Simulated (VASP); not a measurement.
Crystal: BN.

```xyz
2
Lattice="1.2511 0.7223 3.3729 -1.2511 0.7223 3.3729 0.0000 -1.4447 3.3729" Properties=species:S:1:pos:R:3 pbc="T T T"
N     0.0000    0.0000    6.7517
B     0.0000    0.0000    0.0033
```

Base run:

```yaml
Program: VASP 6.6.1
Functional: PBE
Potentials_or_basis: VASP PAW PBE potentials, release 64 (N, B)
Cutoff: 520 eV
k_mesh: 8 × 8 × 8
Occupations: fermi-dirac, width 0.05 eV
Spin: no spin polarisation
```

Its results: band gap on the k mesh 4.29 eV, indirect (least direct gap 4.95 eV); pressure 3.6 GPa.

Q: The run is repeated on the same cell with these changes: k mesh from 8 × 8 × 8 to 5 × 5 × 5; occupations from fermi-dirac, width 0.05 eV to fermi-dirac, width 0.02 eV. What comes out?

A: Band gap on the k mesh 4.74 eV, indirect (least direct gap 5.13 eV); pressure 3.7 GPa.

Caveats: some runs use coarse meshes.

A k mesh can miss the band edges.
